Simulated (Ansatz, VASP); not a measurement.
TiSi2: VASP beside Ansatz

```
Ti Si
1.0
     0.00000    4.11752    4.26290
     2.38951    0.00000    4.26290
     2.38951    4.11752    0.00000
Ti Si
2 4
Direct
  0.50000 0.50000 0.50000
  0.75000 0.75000 0.75000
  0.83743 0.16257 0.83743
  0.16257 0.83743 0.16257
  0.08743 0.41257 0.08743
  0.41257 0.08743 0.41257
```

Alike in both runs: task single point; functional PBEsol; k mesh 6 × 6 × 6; occupations gaussian, width 0.1 eV; no spin polarisation.

```csv
,VASP,Ansatz
version,VASP 6.6.1,Ansatz 0.2.0
potentials or method,"VASP PAW PBE potentials, release 64 (Ti_sv, Si), cutoff 520 eV","scalar-relativistic, plane waves, PAW"
valence electrons in the cell,40,40
```

Ansatz gave:

```
gap on the k mesh at the Fermi level (eV)                     : none
pressure (GPa)                                                : -2.0
traceless stress, the component that is largest in VASP (GPa) : -0.60
rms of the force components (eV/Å)                            : 0.047
```

Task: Which values does VASP return?

Result: gap on the k mesh at the Fermi level (eV): none; pressure (GPa): -1.8; traceless stress, the component that is largest in VASP (GPa): -0.55; rms of the force components (eV/Å): 0.048.

VASP's potentials were made for PBE, not for PBEsol, and Ansatz warns of the same on its side. Atom by atom the forces differ by 0.000 eV/Å (rms over components). A gap of «none» marks a metal or a gap that the smearing closes.
